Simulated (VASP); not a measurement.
Here is a VASP 6.6.1 calculation.

The input INCAR:

```
ALGO     = Normal         # electronic algorithm
DIPOL    = 0.5 0.5 0.347
EDIFF    = 1E-6           # SCF threshold, eV
ENCUT    = 520            # plane-wave cutoff, eV
GGA      = PE             # functional
IDIPOL   = 3            
ISIF     = 2              # what is computed and relaxed
ISMEAR   = 0              # smearing method
LASPH    = T              # aspherical terms in the spheres
LCHARG   = T              # write CHGCAR
LDIPOL   = T            
LELF     = T              # ELF
LREAL    = F              # projectors in reciprocal space
LVACPOTAV= T            
LVHAR    = T            
LWAVE    = F              # write WAVECAR
NBANDS   = 34             # bands
NELM     = 60             # most SCF steps
PREC     = Accurate       # precision mode
SIGMA    = 0.1            # smearing width, eV
```

KPOINTS

```
k-points
0
Gamma
  9 6 1
```

Contents of POSCAR:

```
Nb4H
1.0
    2.9829001615      0.0000000000      0.0000000000
    0.0000000000      4.2184578637      0.0000000000
    0.0000000000      0.0000000000     19.8127690725
Nb H
4 1
Direct
    0.5000000000      0.5000000000      0.2018900026
    0.0000000000      0.0000000000      0.2771672178
    0.5000000000      0.5000000000      0.3569599732
    0.0000000000      0.0000000000      0.4195662425
    0.5000000000      0.1000000000      0.4802445259
```

Potentials or basis: VASP PAW PBE potentials, release 64 (Nb_sv, H).

Launch:

```sh
$ cat potpaw_PBE.64/Nb_sv/POTCAR potpaw_PBE.64/H/POTCAR > POTCAR
$ mpirun -np 1 vasp_std > vasp.out
```

Problem. What does it give for the largest force?

Solution. 1.471 eV/Å.

Forces on the atoms (eV/Å):
```
Nb   0.000  0.028  1.352
Nb   0.000 -0.039 -1.470
Nb   0.000 -0.423 -0.473
Nb   0.000  0.633  0.581
H    0.000 -0.200  0.010
```
